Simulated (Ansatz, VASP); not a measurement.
Au: VASP beside Ansatz

The input INCAR:

```
SYSTEM = Au
PREC     = Accurate       ! precision mode
ENCUT    = 520            ! plane-wave cutoff, eV
EDIFF    = 1E-6           ! SCF threshold, eV
ISMEAR   = 0              ! smearing method
SIGMA    = 0.15           ! smearing width, eV
LREAL    = .False.        ! projectors in reciprocal space
LASPH    = .True.         ! aspherical terms in the spheres
NELM     = 80             ! most SCF steps
ALGO     = Fast           ! electronic algorithm
ISIF     = 2              ! what is computed and relaxed
LWAVE    = .False.        ! write WAVECAR
LCHARG   = .False.        ! write CHGCAR
GGA      = PE             ! functional
NBANDS   = 12             ! bands
```

Contents of KPOINTS:

```
regular mesh
0
Gamma
  20 20 20
  0 0 0
```

Contents of POSCAR:

```
Au
1.0
    0.0000000000      2.1068650000      2.0455000000
    2.1068650000      0.0000000000      2.0455000000
    2.1068650000      2.1068650000      0.0000000000
Au
1
Direct
    0.0000000000      0.0000000000      0.0000000000
```

Input for Ansatz:

```yaml
crystal:
  lattice:
    - [0.0, 2.106865, 2.0455]
    - [2.106865, 0.0, 2.0455]
    - [2.106865, 2.106865, 0.0]
  atoms:
    - { symbol: Au, position: [0.0, 0.0, 0.0] }
basis:
  ecutwfc: 420
kpoints:
  mp_grid: { grid: [20, 20, 20] }
hamiltonian:
  xc: pbe
scf:
  occupations: { method: gaussian, width: 0.15 }
output:
  forces: true
  stress: true
  eigenvalues: true
```

Change from the starting cell: strain +0.030 along x and y, +0.000 along z, atoms carried along.

Alike in both runs: task single point; functional PBE; k mesh 20 × 20 × 20; occupations gaussian, width 0.15 eV; no spin polarisation.

|  | VASP | Ansatz |
| --- | --- | --- |
| version | VASP 6.6.1 | Ansatz 0.2.0 |
| potentials or method | VASP PAW PBE potentials, release 64 (Au), cutoff 520 eV | scalar-relativistic, plane waves, PAW |
| valence electrons in the cell | 11 | 19 |

|  | VASP | Ansatz | Ansatz less VASP |
| --- | --- | --- | --- |
| gap on the k mesh at the Fermi level (eV) | none | none | - |
| pressure (GPa) | -1.5 | -1.4 | +0.16 |
| traceless stress, the component that is largest in VASP (GPa) | 0.46 | 0.46 | -0.004 |

A gap of «none» marks a metal or a gap that the smearing closes. With one functional, cell and mesh, what is left measures potentials, basis and numerics. VASP's potentials hold 11 valence electrons a cell and Ansatz's 19, so a difference there can come from the potentials and not from the codes.

Spin-orbit coupling is off throughout.
